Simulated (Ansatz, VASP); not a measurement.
Cu in VASP and in Ansatz

```
Cu
1.0
     0.00000   -2.29226    0.00000
    -6.97385    0.00000  -21.74334
    11.56895    0.00000    0.00000
Cu
1
Cartesian
  -3.4869 -1.1461 -10.8717
```

Alike in both runs: task single point; functional PBE; dispersion D3(BJ); k mesh 25 × 3 × 6; occupations gaussian, width 0.15 eV; no spin polarisation.

```csv
,VASP,Ansatz
version,VASP 6.6.1,Ansatz 0.2.0
potentials or method,"VASP PAW PBE potentials, release 64 (Cu), cutoff 520 eV","scalar-relativistic, plane waves, PAW"
valence electrons in the cell,11,19
```

|  | VASP | Ansatz | Ansatz less VASP |
| --- | --- | --- | --- |
| gap on the k mesh at the Fermi level (eV) | none | none | - |
| pressure (GPa) | 0.0 | 0.0 | -0.01 |

A gap of «none» marks a metal or a gap that the smearing closes. VASP's potentials hold 11 valence electrons a cell and Ansatz's 19, so a difference there can come from the potentials and not from the codes.
